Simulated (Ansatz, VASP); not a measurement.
Two plane-wave programs on SnO

INCAR

```
  PREC = Accurate
  ENCUT = 600
  EDIFF = 1E-6
  ISMEAR = 0
  SIGMA = 0.15
  LREAL = False
  LASPH = True
  NELM = 120
  ALGO = Normal
  ISIF = 2
  LWAVE = False
  LCHARG = True
  GGA = PS
  IVDW = 12
  LELF = True
  LVHAR = True
  NBANDS = 28
  GGA_COMPAT = False
```

File KPOINTS:

```
regular mesh
0
Gamma
  14 14 12
```

The input POSCAR:

```
SnO
1.0
    3.6524883170      0.0000000000      0.0000000000
    0.0000000000      3.6524883170      0.0000000000
    0.0000000000      0.0000000000      4.8627375845
Sn O
2 2
Direct
    0.0000000000      0.5000000000      0.2532585894
    0.5000000000      0.0000000000      0.7467414106
    0.0000000000      0.0000000000      0.0000000000
    0.5000000000      0.5000000000      0.0000000000
```

Input for Ansatz:

```yaml
crystal:
  lattice:
    - [3.652488317, 0.0, 0.0]
    - [0.0, 3.652488317, 0.0]
    - [0.0, 0.0, 4.8627375845]
  atoms:
    - { symbol: Sn, position: [0.0, 0.5, 0.2532585894] }
    - { symbol: Sn, position: [0.5, 0.0, 0.7467414106] }
    - { symbol: O, position: [0.0, 0.0, 0.0] }
    - { symbol: O, position: [0.5, 0.5, 0.0] }
basis:
  ecutwfc: 420
kpoints:
  mp_grid: { grid: [14, 14, 12] }
hamiltonian:
  xc: pbesol
  dispersion: d3bj
scf:
  occupations: { method: gaussian, width: 0.15 }
output:
  forces: true
  stress: true
  eigenvalues: true
  write_density: true
  write_potential: true
  elf: true
  volumetric_format: npy
```

Alike in both runs: task single point; functional PBEsol; dispersion D3(BJ); k mesh 14 × 14 × 12; occupations gaussian, width 0.15 eV; no spin polarisation.

|  | VASP | Ansatz |
| --- | --- | --- |
| version | VASP 6.6.1 | Ansatz 0.2.0 |
| potentials or method | VASP PAW PBE potentials, release 64 (Sn_d, O), cutoff 600 eV | scalar-relativistic, plane waves, PAW |
| valence electrons in the cell | 40 | 40 |

VASP gave:

* gap on the k mesh at the Fermi level (eV): none
* pressure (GPa): 1.2
* traceless stress, the component that is largest in VASP (GPa): -6.36
* rms of the force components (eV/Å): 0.181

**Question.** Estimate Ansatz's values.

**Answer.** gap on the k mesh at the Fermi level (eV): none; pressure (GPa): 1.0; traceless stress, the component that is largest in VASP (GPa): -6.43; rms of the force components (eV/Å): 0.216.

VASP's potentials were made for PBE, not for PBEsol. Atom by atom the forces differ by 0.035 eV/Å (rms over components). A gap of «none» marks a metal or a gap that the smearing closes.
